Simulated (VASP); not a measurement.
Wanted: the native input for a VASP 6.6.1 run.

- Task: single point
- Functional: PBE
- Potentials or basis: VASP PAW PBE potentials, release 64 (Ga_d, P, H)
- Cutoff: 520 eV
- k mesh: 1 × 1 × 5
- Occupations: gaussian, width 0.05 eV
- Spin: no spin polarisation
- Dipole correction: no
- Further INCAR settings: LREAL = Auto; ALGO = Normal; EDIFF = 1e-06; NBANDS = 90

The structure of Ga2P2H (buck sheet) lies in POSCAR:

```
Ga2P2H
1.0
   25.3000000000      0.0000000000      0.0000000000
    0.0000000000      9.7000000000      0.0000000000
    0.0000000000      0.0000000000      6.7504558800
Ga P H
8 8 4
Direct
    0.6925581778      0.4802769348      0.3333333333
    0.7695814490      0.4802769348      0.8333333333
    0.5385116356      0.4802769348      0.3333333333
    0.6155349067      0.4802769348      0.8333333333
    0.3844650933      0.4802769348      0.3333333333
    0.4614883644      0.4802769348      0.8333333333
    0.2304185510      0.4802769348      0.3333333333
    0.3074418222      0.4802769348      0.8333333333
    0.7695814490      0.5197230652      0.1666666667
    0.6155349067      0.5197230652      0.1666666667
    0.6925581778      0.5197230652      0.6666666667
    0.4614883644      0.5197230652      0.1666666667
    0.5385116356      0.5197230652      0.6666666667
    0.3074418222      0.5197230652      0.1666666667
    0.3844650933      0.5197230652      0.6666666667
    0.2304185510      0.5197230652      0.6666666667
    0.8225624230      0.5074102203      0.7186905481
    0.1774375770      0.5074102203      0.2186905481
    0.8175005465      0.4951821318      0.2703563195
    0.1824994535      0.4951821318      0.7703563195
```

One way to write it, as run:

INCAR

```
SYSTEM = Ga2P2H
PREC = Accurate
ENCUT = 520
EDIFF = 1E-6
ISMEAR = 0
SIGMA = 0.05
LREAL = Auto
LASPH = .True.
NELM = 100
ALGO = Normal
ISIF = 2
LWAVE = .False.
LCHARG = .True.
GGA = PE
LELF = .True.
LVHAR = .True.
NBANDS = 90
```

KPOINTS

```
Automatic mesh
0
Gamma
  1 1 5
  0 0 0
```

Potentials or basis: VASP PAW PBE potentials, release 64 (Ga_d, P, H).

Launch:

```sh
$ cat potpaw_PBE.64/Ga_d/POTCAR potpaw_PBE.64/P/POTCAR potpaw_PBE.64/H/POTCAR > POTCAR
$ mpirun -np 1 vasp_std > vasp.out
```

Results of the run:

The largest force is 0.591 eV/Å and the band gap on the k mesh is 2.12 eV, direct.

It took 12 min on 1 thread of Intel(R) Xeon(R) Platinum 8559C (Emerald Rapids) (shared host), peak memory 1.3 GiB.
